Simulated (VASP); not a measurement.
Wanted: the native input for a VASP 6.6.1 run.

```yaml
Task: single point
Functional: LDA
Potentials_or_basis: VASP PAW LDA potentials, release 64 (Si)
Cutoff: 520 eV
k_mesh: 12 × 12 × 12
Occupations: gaussian, width 0.05 eV
Spin: no spin polarisation
Dipole_correction: no
Further_INCAR_settings: ALGO = Normal; EDIFF = 1e-06; NBANDS = 11
```

The structure of Si lies in POSCAR:

```
Si
1.0
    0.0000000000      2.8465936037      2.3729204281
    2.8465936037      0.0000000000      2.3729204281
    2.8465936037      2.8465936037      0.0000000000
Si
2
Direct
    0.5000000000      0.5000000000      0.5000000000
    0.7500000000      0.7500000000      0.7500000000
```

This cell differs from its parent crystal: volume 19.228 Å^3 an atom, c/a of the conventional cell 0.8336.

The input as run:

INCAR

```
PREC = Accurate ; ENCUT = 520
EDIFF = 1E-6 ; ISMEAR = 0
SIGMA = 0.05 ; LREAL = False
LASPH = True ; NELM = 80
ALGO = Normal ; ISIF = 2
LWAVE = False ; LCHARG = True
LELF = True ; LVHAR = True
NBANDS = 11
```

KPOINTS

```
regular mesh
0
Gamma
  12 12 12
```

Potentials or basis: VASP PAW LDA potentials, release 64 (Si).

Launch:

```bash
$ cat potpaw_LDA.64/Si/POTCAR > POTCAR
$ mpirun -np 1 vasp_std > vasp.out
```

It gave:

The pressure is 0.9 GPa. The band gap on the k mesh is zero (band 4 reaches 6.95 eV, above the bottom of band 5 at 5.55 eV).

Wall time 42 s on 1 thread of Intel(R) Xeon(R) Platinum 8375C CPU @ 2.90GHz (Ice Lake), on a shared host, peak memory 0.17 GiB.
